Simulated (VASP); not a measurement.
# Te (P6_3/mmc) in VASP: further runs

The runs below take Te through single point, relaxation of cell and atoms, with PBE.

Everything below comes from runs of VASP 6.6.1. Logs are shortened: lines on timing, memory, paths and dates and some standing lists are left out, and cuts for length are marked.

**1. The cell of the first run**

It takes space group P6_3/mmc (No. 194, hexagonal). The conventional cell has a = 4.210 Å, b = 4.210 Å, c = 8.396 Å, α = 90.00°, β = 90.00°, γ = 120.00°. Te (site symmetry -3m) has 14 Te at 3.21 to 4.21 Å within 4.3 Å. Within 4.3 Å of Te (site symmetry -6m2) lie 12 Te at 3.21 to 4.21 Å.

This isn't the form of Te at room conditions, which is trigonal, of chains.

**2. Single point, PBE**

INCAR

```
SYSTEM = Te
  ALGO = Normal
  EDIFF = 1E-6
  ENCUT = 520
  GGA = PE
  ISIF = 2
  ISMEAR = 0
  LASPH = .TRUE.
  LCHARG = .FALSE.
  LREAL = .FALSE.
  LWAVE = .FALSE.
  NBANDS = 20
  NELM = 80
  PREC = Accurate
  SIGMA = 0.1
```

KPOINTS

```
k-points
0
G
  12 12 6
  0 0 0
```

POSCAR

```
Te
1.0
    4.2100067717      0.0000000000      0.0000000000
   -2.1050033859      3.6459728144      0.0000000000
    0.0000000000      0.0000000000      8.3957592320
Te
4
Direct
    0.0000000000      0.0000000000      0.0000000000
    0.0000000000      0.0000000000      0.5000000000
    0.3333333333      0.6666666667      0.7500000000
    0.6666666667      0.3333333333      0.2500000000
```

Potentials or basis: VASP PAW PBE potentials, release 64 (Te).

Run with:

```
> cat potpaw_PBE.64/Te/POTCAR > POTCAR
> mpirun -np 1 vasp_std > vasp.out
```

OUTCAR:

```text
SYSTEM = Te
   EDIFF = 1E-6
   ENCUT = 520
   GGA = PE
   ISIF = 2
   ISMEAR = 0
   LASPH = .TRUE.
   LREAL = .FALSE.
   NELM = 80
   PREC = Accurate

 ion  position               nearest neighbor table
   1  0.000  0.000  0.000-   3 3.21   4 3.21   4 3.21   3 3.21   4 3.21   3 3.21
   2  0.000  0.000  0.500-   3 3.21   4 3.21   4 3.21   3 3.21   4 3.21   3 3.21
   3  0.333  0.667  0.750-   1 3.21   2 3.21   1 3.21   2 3.21   1 3.21   2 3.21
   4  0.667  0.333  0.250-   1 3.21   2 3.21   1 3.21   2 3.21   1 3.21   2 3.21

  LATTYP: Found a hexagonal cell.
 ALAT       =     4.2100067717
 C/A-ratio  =     1.9942388902

  Lattice vectors:

 A1 = (   4.2100067717,   0.0000000000,   0.0000000000)
 A2 = (  -2.1050033859,   3.6459728144,   0.0000000000)
 A3 = (   0.0000000000,   0.0000000000,   8.3957592320)

Analysis of symmetry for initial positions (statically):
=====================================================================
 Subroutine PRICEL returns:
 Original cell was already a primitive cell.

 Routine SETGRP: Setting up the symmetry group for a
 hexagonal supercell.

 Subroutine GETGRP returns: Found 24 space group operations
 (whereof 12 operations were pure point group operations)
 out of a pool of 24 trial point group operations.

The static configuration has the point symmetry D_3d.
 The point group associated with its full space group is D_6h.

Analysis of symmetry for dynamics (positions and initial velocities):
=====================================================================
 Subroutine PRICEL returns:
 Original cell was already a primitive cell.

 Routine SETGRP: Setting up the symmetry group for a
 hexagonal supercell.

 Subroutine GETGRP returns: Found 24 space group operations
 (whereof 12 operations were pure point group operations)
 out of a pool of 24 trial point group operations.

The dynamic configuration has the point symmetry D_3d.
 The point group associated with its full space group is D_6h.

 Subroutine INISYM returns: Found 24 space group operations
 (whereof 12 operations are pure point group operations),
 and found     1 'primitive' translations

----------------------------------------------------------------------------------------

                                     Primitive cell
[... 92 lines left out ...]
   LASPH  =      T    aspherical Exc in radial PAW
   ENCUT  =  520.0 eV  38.22 Ry    6.18 a.u.   7.83  7.83 15.61*2*pi/ulx,y,z
   NELM   =     80;   NELMIN=  2; NELMDL= -5     # of ELM steps
   EDIFF  = 0.1E-05   stopping-criterion for ELM
   LREAL  =      F    real-space projection
   EDIFFG = 0.1E-04   stopping-criterion for IOM
   NSW    =      0    number of steps for IOM
   IBRION =     -1    ionic relax: 0-MD 1-quasi-New 2-CG
   NFREE  =      0    steps in history (QN), initial steepest desc. (CG)
   ISIF   =      2    stress and relaxation
   ISYM   =      2    0-nonsym 1-usesym 2-fastsym
   POTIM  = 0.5000    time-step for ionic-motion
   TEBEG  =    0.0;   TEEND  =   0.0 temperature during run
   PSTRESS=    0.0 pullay stress
   NELECT =      24.0000    total number of electrons
   NUPDOWN=      -1.0000    fix difference up-down
   EMIN   =  10.00;   EMAX   =-10.00  energy-range for DOS
   EFERMI =   0.00;   METHOD = LEGACY
   ISMEAR =     0;   SIGMA  =   0.10  broadening in eV -4-tet -1-fermi 0-gaus
   EFERMI_NEDOS =   21; number of points for ismear=-14 and -15
   IALGO  =     38    algorithm
   IMIX   =      4    mixing-type and parameters
     AMIX     =   0.40;   BMIX     =  1.00
     AMIX_MAG =   1.60;   BMIX_MAG =  1.00
  volume/ion in A,a.u.               =      32.22       217.42
  Fermi-wavevector in a.u.,A,eV,Ry     =   0.934889  1.766683 11.891718  0.874017
  Thomas-Fermi vector in A             =   2.061740
   LORBIT       =      0    0 simple, 1 ext, 2 COOP (PROOUT), +10 PAW based schemes
   GGA     = PE    functional components
   LHFCALC =     F    Hartree Fock is set to
   AEXX    =    0.0000 exact exchange contribution
   IVDW    =     0    specifies the selected vdW correction
   LEPSILON=     F    determine dielectric tensor
   LRPA    =     F    only Hartree local field effects (RPA)
 non-spin polarized calculation
 Gauss-broadening in eV      SIGMA  =   0.10
  energy-cutoff  :      520.00
  volume of cell :      128.87
 maximum number of plane-waves:      3489
 NGX is ok and might be reduce to    32
   NGX = 15   NGY = 15   NGZ = 31

 number of electron      23.9999999 magnetization

 Free energy of the ion-electron system (eV)
  ---------------------------------------------------
  ext. energy  EPLUGINS =         0.00000000
  ---------------------------------------------------
  free energy    TOTEN  =       -12.04883590 eV

  energy without entropy =      -12.03372952  energy(sigma->0) =      -12.04128271

 E-fermi :   6.5128     XC(G=0):  -9.3761

 val. band max:        6.5043344188   @ k =   0.1667   0.0000   0.3333
 cond. band min:       6.5144779609   @ k =   0.3333   0.1667   0.0000
 fundamental gap:      0.0101435422
 Fermi energy:         6.5127618992

 k-point     1 :       0.0000    0.0000    0.0000
  band No.  band energies     occupation
      1      -7.0566      2.00000
      2      -5.2947      2.00000
      3      -5.1989      2.00000
      4      -1.9523      2.00000
      5       2.5155      2.00000
      6       4.2714      2.00000
[... 541 lines left out ...]
     19      13.2776      0.00000
     20      13.7157      0.00000

 [... further k-points ...]

------------------------ aborting loop because EDIFF is reached ----------------------------------------

  FORCE on cell =-STRESS in cart. coord.  units (eV):
  Direction    XX          YY          ZZ          XY          YZ          ZX
  --------------------------------------------------------------------------------------
  -------------------------------------------------------------------------------------
  Total       -0.0252697     -0.0252697     -0.0610167      0.0000000      0.0000000     -0.0000000
  in kB       -0.3141631     -0.3141631     -0.7585829      0.0000000      0.0000000     -0.0000000
  external PRESSURE =      -0.4623030 kB  Pullay stress =       0.0000000 kB

 VOLUME and BASIS-vectors are now :
 -----------------------------------------------------------------------------
  energy-cutoff  :      520.00
  volume of cell :      128.87
      direct lattice vectors                 reciprocal lattice vectors
     4.210006772  0.000000000  0.000000000     0.237529309  0.137137611  0.000000000
    -2.105003386  3.645972814  0.000000000     0.000000000  0.274275221  0.000000000
     0.000000000  0.000000000  8.395759232     0.000000000  0.000000000  0.119107751

 POSITION                                       TOTAL-FORCE (eV/Angst)
 -----------------------------------------------------------------------------------
      0.00000      0.00000      0.00000        -0.000000     -0.000000     -0.000000
      0.00000      0.00000      4.19788         0.000000     -0.000000     -0.000000
     -0.00000      2.43065      6.29682         0.000000     -0.000000     -0.000000
      2.10500      1.21532      2.09894        -0.000000      0.000000      0.000000
 -----------------------------------------------------------------------------------
    total drift:                               -0.000000      0.000000     -0.000000

  FREE ENERGIE OF THE ION-ELECTRON SYSTEM (eV)
  ---------------------------------------------------
  free  energy   TOTEN  =       -12.0488359025 eV

  energy  without entropy=      -12.0337295206  energy(sigma->0) =      -12.04128271
```

Wall time 95 s (1 thread of Intel Xeon Platinum 8259CL at 2.50GHz (Skylake/Cascade Lake), shared host); peak memory 0.32 GiB.

What came out:

* Free energy: -12.0488 eV
* Pressure: 0.0 GPa
* Band gap on the k mesh: zero (bands 12 and 13 overlap by 2.03 eV)

Caveat: spin-orbit coupling is left out, which moves the levels of the heavy elements.

**3. Relaxation of cell and atoms, PBE**

INCAR

```
SYSTEM = Te
PREC = Accurate
ENCUT = 600
EDIFF = 1E-7
ISMEAR = 0
SIGMA = 0.1
LREAL = .FALSE.
LASPH = .TRUE.
NELM = 80
ALGO = Normal
ISIF = 3
LWAVE = .FALSE.
LCHARG = .FALSE.
GGA = PE
IBRION = 2
NSW = 100
EDIFFG = -0.01
```

KPOINTS

```
regular mesh
0
G
  12 12 6
  0 0 0
```

POSCAR is that of step 2.

Potentials or basis: VASP PAW PBE potentials, release 64 (Te).

Run with:

```
> cat potpaw_PBE.64/Te/POTCAR > POTCAR
> mpirun -np 1 vasp_std > vasp.out
```

It took 3.2 min on 1 thread of Intel Xeon Platinum 8259CL at 2.50GHz (Skylake/Cascade Lake), shared host; peak memory 0.39 GiB.

The run converged. Its results:

| Property | Result |
| --- | --- |
| Free energy | -12.0488 eV |
| Relaxed volume | 32.17 Å³/atom |
| Relaxed cell | a = 4.209 Å, b = 4.209 Å, c = 8.389 Å, α = 90.00°, β = 90.00°, γ = 120.00° |
| Space group after relaxing (to 0.1 Å) | P6_3/mmc (No. 194) |
| Energy gained by relaxing | 0.0 meV/atom |
| Ionic steps | 2 |
| Pressure after relaxing | 0.0 GPa |
| Band gap on the k mesh | zero (bands 12 and 13 overlap by 2.04 eV) |

Final structure:
```yaml
crystal:
  lattice:
    - [4.20862, 0.00000, 0.00000]
    - [-2.10431, 3.64477, 0.00000]
    - [0.00000, 0.00000, 8.38934]
  atoms:
    - { symbol: Te, position: [0.00000, 0.00000, 0.00000] }
    - { symbol: Te, position: [0.00000, 0.00000, 0.50000] }
    - { symbol: Te, position: [0.33333, 0.66667, 0.75000] }
    - { symbol: Te, position: [0.66667, 0.33333, 0.25000] }
```

Levels at points of the mesh, in eV from the Fermi level:
```tsv
k point	band 8	band 9	band 10	band 11	band 12	band 13	band 14	band 15	band 16
(0.00, 0.00, 0.00)	-1.11	-1.11	-1.11	-0.74	-0.74	-0.67	0.89	0.89	2.46
(0.50, 0.00, 0.00)	-2.28	-1.95	-1.86	-1.62	-1.57	-1.56	1.82	2.20	2.88
(0.00, 0.00, 0.50)	-1.89	-1.89	-1.89	0.24	0.24	0.24	0.24	1.13	1.13
(0.50, 0.00, 0.50)	-4.09	-3.10	-3.10	0.36	0.36	0.64	0.64	1.00	1.00
```

Caveat: spin-orbit coupling is left out, which moves the levels of the heavy elements.
